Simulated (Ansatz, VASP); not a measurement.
# SnSe: VASP beside Ansatz

The input INCAR:

```
SYSTEM = SnSe
PREC = Accurate
ENCUT = 520
EDIFF = 1E-7
ISMEAR = 0
SIGMA = 0.05
LREAL = .FALSE.
LASPH = .TRUE.
NELM = 60
ALGO = Normal
ISIF = 2
LWAVE = .FALSE.
LCHARG = .FALSE.
GGA = PE
IVDW = 12
NBANDS = 17
```

The input KPOINTS:

```
regular mesh
0
G
  12 12 12
  0 0 0
```

File POSCAR:

```
SnSe
1.0
    0.0000000000      3.1775582479      2.7009245107
    3.1775582479      0.0000000000      2.7009245107
    3.1775582479      3.1775582479      0.0000000000
Sn Se
1 1
Direct
    0.0000000000      0.0000000000      0.0000000000
    0.5000000000      0.5000000000      0.5000000000
```

Input for Ansatz:

```yaml
crystal:
  lattice:
    - [0.0, 3.1775582479, 2.7009245107]
    - [3.1775582479, 0.0, 2.7009245107]
    - [3.1775582479, 3.1775582479, 0.0]
  atoms:
    - { symbol: Sn, position: [0.0, 0.0, 0.0] }
    - { symbol: Se, position: [0.5, 0.5, 0.5] }
basis:
  ecutwfc: 420
kpoints:
  mp_grid: { grid: [12, 12, 12] }
hamiltonian:
  xc: pbe
  dispersion: d3bj
scf:
  occupations: { method: gaussian, width: 0.05 }
output:
  forces: true
  stress: true
  eigenvalues: true
```

Alike in both runs: task single point; functional PBE; dispersion D3(BJ); k mesh 12 × 12 × 12; occupations gaussian, width 0.05 eV; no spin polarisation.

```csv
,VASP,Ansatz
version,VASP 6.6.1,Ansatz 0.2.0
potentials or method,"VASP PAW PBE potentials, release 64 (Sn_d, Se), cutoff 520 eV","scalar-relativistic, plane waves, PAW"
valence electrons in the cell,20,30
```

```csv
,VASP,Ansatz,Ansatz less VASP
gap on the k mesh at the Fermi level (eV),none,none,-
pressure (GPa),2.5,2.4,-0.01
"traceless stress, the component that is largest in VASP (GPa)",15.96,15.93,-0.031
```

A gap of «none» marks a metal or a gap that the smearing closes. VASP's potentials hold 20 valence electrons a cell and Ansatz's 30, so a difference there can come from the potentials and not from the codes.
